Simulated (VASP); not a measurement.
# Sc5Mo (P4/mmm) in VASP: notebook

Runs on Sc5Mo. Level: PBE. Tasks: single point.

Program: VASP 6.6.1. These are calculated values, not measurements. Logs are shortened: lines on timing, memory, paths and dates and some standing lists are left out, and cuts for length are marked.

**1. The cell of the first run**

Symmetry: P4/mmm, No. 123, tetragonal system. The conventional cell has a = 5.866 Å, b = 5.866 Å, c = 3.820 Å, α = 90.00°, β = 90.00°, γ = 90.00°. Within 2.6 Å of Sc (site symmetry m2m) lie 1 Mo at 1.94 Å. Within 2.5 Å of Sc (site symmetry 4/mmm) lie 2 Mo at 1.91 Å. Within 2.5 Å of Mo (site symmetry 4/mmm) lie 6 Sc at 1.91 to 1.94 Å.

The cell was built from a structure type or drawn by symmetry, and may not be a known phase.

**2. Single point, PBE**

INCAR reads:

```
SYSTEM = Sc5Mo
PREC     = Accurate       ! precision mode
ENCUT    = 520            ! plane-wave cutoff, eV
EDIFF    = 1E-6           ! SCF threshold, eV
ISMEAR   = 0              ! smearing method
SIGMA    = 0.1            ! smearing width, eV
LREAL    = .FALSE.        ! projectors in reciprocal space
LASPH    = .TRUE.         ! aspherical terms in the spheres
NELM     = 80             ! most SCF steps
ALGO     = Fast           ! electronic algorithm
ISIF     = 2              ! what is computed and relaxed
LWAVE    = .FALSE.        ! write WAVECAR
LCHARG   = .FALSE.        ! write CHGCAR
GGA      = PE             ! functional
NBANDS   = 44             ! bands
```

KPOINTS reads:

```
regular mesh
0
G
  4 4 4
  0 0 0
```

POSCAR reads:

```
Sc5Mo
1.0
    5.8663633900      0.0000000000      0.0000000000
    0.0000000000      5.8663633900      0.0000000000
    0.0000000000      0.0000000000      3.8199645800
Sc Mo
5 1
Direct
    0.7662220800      0.7662220800      0.0000000000
    0.2337779200      0.2337779200      0.0000000000
    0.2337779200      0.7662220800      0.0000000000
    0.7662220800      0.2337779200      0.0000000000
    0.0000000000      0.0000000000      0.5000000000
    0.0000000000      0.0000000000      0.0000000000
```

Potentials or basis: VASP PAW PBE potentials, release 64 (Sc_sv, Mo_sv).

The run is started by

```sh
> cat potpaw_PBE.64/Sc_sv/POTCAR potpaw_PBE.64/Mo_sv/POTCAR > POTCAR
> mpirun -np 1 vasp_std > vasp.out
```

OUTCAR:

```text
SYSTEM = Sc5Mo
   PREC = Accurate
   ENCUT = 520
   EDIFF = 1E-6
   ISMEAR = 0
   LREAL = .FALSE.
   LASPH = .TRUE.
   NELM = 80
   ISIF = 2
   GGA = PE

 ion  position               nearest neighbor table
   1  0.766  0.766  0.000-   6 1.94   5 2.72   5 2.72   4 2.74   3 2.74   4 3.12   3 3.12
   2  0.234  0.234  0.000-   6 1.94   5 2.72   5 2.72   4 2.74   3 2.74   3 3.12   4 3.12
   3  0.234  0.766  0.000-   6 1.94   5 2.72   5 2.72   2 2.74   1 2.74   1 3.12   2 3.12
   4  0.766  0.234  0.000-   6 1.94   5 2.72   5 2.72   2 2.74   1 2.74   1 3.12   2 3.12
   5  0.000  0.000  0.500-   6 1.91   6 1.91   3 2.72   4 2.72   1 2.72   1 2.72   2 2.72   3 2.72
                             4 2.72   2 2.72
   6  0.000  0.000  0.000-   5 1.91   5 1.91   3 1.94   4 1.94   1 1.94   2 1.94

  LATTYP: Found a simple tetragonal cell.
 ALAT       =     5.8663633900
 C/A-ratio  =     0.6511639880

  Lattice vectors:

 A1 = (   5.8663633900,   0.0000000000,   0.0000000000)
 A2 = (   0.0000000000,   5.8663633900,   0.0000000000)
 A3 = (   0.0000000000,   0.0000000000,   3.8199645800)

Analysis of symmetry for initial positions (statically):
=====================================================================
 Subroutine PRICEL returns:
 Original cell was already a primitive cell.

 Routine SETGRP: Setting up the symmetry group for a
 simple tetragonal supercell.

 Subroutine GETGRP returns: Found 16 space group operations
 (whereof 16 operations were pure point group operations)
 out of a pool of 16 trial point group operations.

The static configuration has the point symmetry D_4h.

Analysis of symmetry for dynamics (positions and initial velocities):
=====================================================================
 Subroutine PRICEL returns:
 Original cell was already a primitive cell.

 Routine SETGRP: Setting up the symmetry group for a
 simple tetragonal supercell.

 Subroutine GETGRP returns: Found 16 space group operations
 (whereof 16 operations were pure point group operations)
 out of a pool of 16 trial point group operations.

The dynamic configuration has the point symmetry D_4h.

 Subroutine INISYM returns: Found 16 space group operations
 (whereof 16 operations are pure point group operations),
 and found     1 'primitive' translations

----------------------------------------------------------------------------------------

                                     Primitive cell

  volume of cell :     131.4611

  direct lattice vectors                    reciprocal lattice vectors
     5.866363390  0.000000000  0.000000000     0.170463358  0.000000000  0.000000000
     0.000000000  5.866363390  0.000000000     0.000000000  0.170463358  0.000000000
     0.000000000  0.000000000  3.819964580     0.000000000  0.000000000  0.261782532

  length of vectors
     5.866363390  5.866363390  3.819964580     0.170463358  0.170463358  0.261782532

  position of ions in fractional coordinates (direct lattice)
     0.766222080  0.766222080  0.000000000
     0.233777920  0.233777920  0.000000000
     0.233777920  0.766222080  0.000000000
     0.766222080  0.233777920  0.000000000
     0.000000000  0.000000000  0.500000000
     0.000000000  0.000000000  0.000000000

  ion indices of the primitive-cell ions
   primitive index   ion index
                 1           1
                 2           2
                 3           3
                 4           4
                 5           5
                 6           6

----------------------------------------------------------------------------------------

 KPOINTS: regular mesh

Automatic generation of k-mesh.
 Grid dimensions read from file:
 generate k-points for:    4    4    4

 Generating k-lattice:

  Cartesian coordinates                     Fractional coordinates (reciprocal lattice)
     0.042615839  0.000000000  0.000000000     0.250000000  0.000000000  0.000000000
     0.000000000  0.042615839  0.000000000     0.000000000  0.250000000  0.000000000
     0.000000000  0.000000000  0.065445633     0.000000000  0.000000000  0.250000000

  Length of vectors
     0.042615839  0.042615839  0.065445633

  Shift w.r.t. Gamma in fractional coordinates (k-lattice)
     0.000000000  0.000000000  0.000000000

 Subroutine IBZKPT returns following result:
 ===========================================

 Found     18 irreducible k-points:

 Following reciprocal coordinates:
            Coordinates               Weight
  0.000000  0.000000  0.000000      1.000000
  0.250000  0.000000  0.000000      4.000000
  0.500000  0.000000  0.000000      2.000000
  0.250000  0.250000  0.000000      4.000000
  0.500000  0.250000  0.000000      4.000000
  0.500000  0.500000  0.000000      1.000000
[... 10 lines left out ...]
  0.500000  0.250000  0.500000      4.000000
  0.500000  0.500000  0.500000      1.000000
   k-points           NKPTS =     18   k-points in BZ     NKDIM =     18   number of bands    NBANDS=     44
   number of dos      NEDOS =    301   number of ions     NIONS =      6
   total plane-waves  NPLWV =  64512
   dimension x,y,z NGX =    48 NGY =   48 NGZ =   28
   dimension x,y,z NGXF=    96 NGYF=   96 NGZF=   56
   ions per type =               5   1
   NGX,Y,Z   is equivalent  to a cutoff of  13.60, 13.60, 12.19 a.u.
   NGXF,Y,Z  is equivalent  to a cutoff of  27.21, 27.21, 24.37 a.u.
 SYSTEM =  Sc5Mo
   PREC   = accura    normal or accurate (medium, high low for compatibility)
   ISTART =      0    job   : 0-new  1-cont  2-samecut
   ICHARG =      2    charge: 1-file 2-atom 10-const
   ISPIN  =      1    spin polarized calculation?
   LNONCOLLINEAR =      F non collinear calculations
   LSORBIT =      F    spin-orbit coupling
   LASPH  =      T    aspherical Exc in radial PAW
   ENCUT  =  520.0 eV  38.22 Ry    6.18 a.u.  10.91 10.91  7.10*2*pi/ulx,y,z
   NELM   =     80;   NELMIN=  2; NELMDL= -5     # of ELM steps
   EDIFF  = 0.1E-05   stopping-criterion for ELM
   LREAL  =      F    real-space projection
   EDIFFG = 0.1E-04   stopping-criterion for IOM
   NSW    =      0    number of steps for IOM
   IBRION =     -1    ionic relax: 0-MD 1-quasi-New 2-CG
   NFREE  =      0    steps in history (QN), initial steepest desc. (CG)
   ISIF   =      2    stress and relaxation
   ISYM   =      2    0-nonsym 1-usesym 2-fastsym
   POTIM  = 0.5000    time-step for ionic-motion
   TEBEG  =    0.0;   TEEND  =   0.0 temperature during run
   PSTRESS=    0.0 pullay stress
   NELECT =      69.0000    total number of electrons
   NUPDOWN=      -1.0000    fix difference up-down
   EMIN   =  10.00;   EMAX   =-10.00  energy-range for DOS
   EFERMI =   0.00;   METHOD = LEGACY
   ISMEAR =     0;   SIGMA  =   0.10  broadening in eV -4-tet -1-fermi 0-gaus
   EFERMI_NEDOS =   21; number of points for ismear=-14 and -15
   IALGO  =     68    algorithm
   IMIX   =      4    mixing-type and parameters
     AMIX     =   0.40;   BMIX     =  1.00
     AMIX_MAG =   1.60;   BMIX_MAG =  1.00
  volume/ion in A,a.u.               =      21.91       147.86
  Fermi-wavevector in a.u.,A,eV,Ry     =   1.320562  2.495500 23.726980  1.743884
  Thomas-Fermi vector in A             =   2.450379
   LORBIT       =      0    0 simple, 1 ext, 2 COOP (PROOUT), +10 PAW based schemes
   GGA     = PE    functional components
   LHFCALC =     F    Hartree Fock is set to
   AEXX    =    0.0000 exact exchange contribution
   IVDW    =     0    specifies the selected vdW correction
   LEPSILON=     F    determine dielectric tensor
   LRPA    =     F    only Hartree local field effects (RPA)
 non-spin polarized calculation
 RMM-DIIS sequential band-by-band and
 Gauss-broadening in eV      SIGMA  =   0.10
  energy-cutoff  :      520.00
  volume of cell :      131.46
 maximum number of plane-waves:      3574
 NGX is ok and might be reduce to    48
   NGX = 21   NGY = 21   NGZ = 15

 number of electron      68.9999998 magnetization

 Free energy of the ion-electron system (eV)
  ---------------------------------------------------
  ext. energy  EPLUGINS =         0.00000000
  ---------------------------------------------------
  free energy    TOTEN  =       -18.10254233 eV

  energy without entropy =      -18.07715895  energy(sigma->0) =      -18.08985064

 E-fermi :   4.6108     XC(G=0):  -9.8796

 val. band max:        4.5772562430   @ k =   0.2500   0.2500   0.2500
 cond. band min:       4.6347627625   @ k =   0.2500   0.2500   0.0000
 fundamental gap:      0.0575065195
 Fermi energy:         4.6107660852

 k-point     1 :       0.0000    0.0000    0.0000
  band No.  band energies     occupation
      1     -57.2004      2.00000
      2     -44.8215      2.00000
      3     -44.8215      2.00000
      4     -44.5206      2.00000
      5     -44.4613      2.00000
      6     -43.6451      2.00000
[... 36 lines left out ...]
     43       7.3662      0.00000
     44       8.2380      0.00000

 k-point     2 :       0.2500    0.0000    0.0000
  band No.  band energies     occupation
      1     -57.2004      2.00000
      2     -44.8291      2.00000
      3     -44.8148      2.00000
      4     -44.5279      2.00000
      5     -44.4533      2.00000
      6     -43.6450      2.00000
[... 36 lines left out ...]
     43       7.2063      0.00000
     44       7.2578      0.00000

 k-point     3 :       0.5000    0.0000    0.0000
  band No.  band energies     occupation
      1     -57.2003      2.00000
      2     -44.8363      2.00000
      3     -44.8078      2.00000
      4     -44.5355      2.00000
      5     -44.4456      2.00000
      6     -43.6448      2.00000
[... 36 lines left out ...]
     43       6.6804      0.00000
     44       6.8402      0.00000

 k-point     4 :       0.2500    0.2500    0.0000
  band No.  band energies     occupation
      1     -57.2003      2.00000
      2     -44.8227      2.00000
      3     -44.8220      2.00000
      4     -44.5352      2.00000
      5     -44.4454      2.00000
      6     -43.6448      2.00000
[... 600 lines left out ...]
     43       7.1901      0.00000
     44       7.4323      0.00000

 k-point    17 :       0.5000    0.2500    0.5000
  band No.  band energies     occupation
      1     -57.1015      2.00000
      2     -44.8260      2.00000
      3     -44.8117      2.00000
      4     -44.5402      2.00000
      5     -44.4202      2.00000
      6     -44.4040      2.00000
[... 36 lines left out ...]
     43       6.9893      0.00000
     44       7.3932      0.00000

 k-point    18 :       0.5000    0.5000    0.5000
  band No.  band energies     occupation
      1     -57.1015      2.00000
      2     -44.8189      2.00000
      3     -44.8189      2.00000
      4     -44.5479      2.00000
      5     -44.4125      2.00000
      6     -44.4040      2.00000
[... 36 lines left out ...]
     43       6.3708      0.00000
     44       7.7014      0.00000

------------------------ aborting loop because EDIFF is reached ----------------------------------------

  FORCE on cell =-STRESS in cart. coord.  units (eV):
  Direction    XX          YY          ZZ          XY          YZ          ZX
  --------------------------------------------------------------------------------------
  -------------------------------------------------------------------------------------
  Total       58.5100992     58.5100992     57.8495613      0.0000000     -0.0000000      0.0000000
  in kB      713.0896906    713.0896906    705.0394083      0.0000000     -0.0000000      0.0000000
  external PRESSURE =     710.4062632 kB  Pullay stress =       0.0000000 kB

 VOLUME and BASIS-vectors are now :
 -----------------------------------------------------------------------------
  energy-cutoff  :      520.00
  volume of cell :      131.46
      direct lattice vectors                 reciprocal lattice vectors
     5.866363390  0.000000000  0.000000000     0.170463358  0.000000000  0.000000000
     0.000000000  5.866363390  0.000000000     0.000000000  0.170463358  0.000000000
     0.000000000  0.000000000  3.819964580     0.000000000  0.000000000  0.261782532

 POSITION                                       TOTAL-FORCE (eV/Angst)
 -----------------------------------------------------------------------------------
      4.49494      4.49494      0.00000       -10.603525    -10.603525      0.000000
      1.37143      1.37143      0.00000        10.603525     10.603525      0.000000
      1.37143      4.49494      0.00000        10.603525    -10.603525      0.000000
      4.49494      1.37143      0.00000       -10.603525     10.603525     -0.000000
      0.00000      0.00000      1.90998        -0.000000     -0.000000      0.000000
      0.00000      0.00000      0.00000        -0.000000     -0.000000      0.000000
 -----------------------------------------------------------------------------------
    total drift:                                0.000000      0.000000     -0.000000

  FREE ENERGIE OF THE ION-ELECTRON SYSTEM (eV)
  ---------------------------------------------------
  free  energy   TOTEN  =       -18.1025423332 eV

  energy  without entropy=      -18.0771589451  energy(sigma->0) =      -18.08985064
```

It took 3.1 min on 1 thread of Intel Xeon Platinum 8259CL at 2.50GHz (Skylake/Cascade Lake), shared host; peak memory 0.28 GiB.

Results:

```
Free energy            : -18.1025 eV
Pressure               : 71.0 GPa
Largest force          : 14.996 eV/Å
Band gap on the k mesh : zero (an odd number of electrons rules out a gap without spin polarisation)
```

Forces in eV/Å, atoms in the order of the input:
```
Sc  -10.604 -10.604   0.000
Sc   10.604  10.604   0.000
Sc   10.604 -10.604   0.000
Sc  -10.604  10.604   0.000
Sc    0.000   0.000   0.000
Mo    0.000   0.000   0.000
```

Caveat: the k points lie up to 0.41 Å⁻¹ apart, too coarse for converged energies and pressures of a metal; atoms lie so close that the PAW spheres overlap strongly, which falsifies energies and pressures; forces of over 1 eV/Å act on the atoms, so gaps and moduli don't describe the material at rest.

(Part 1 of 2 ends here.)
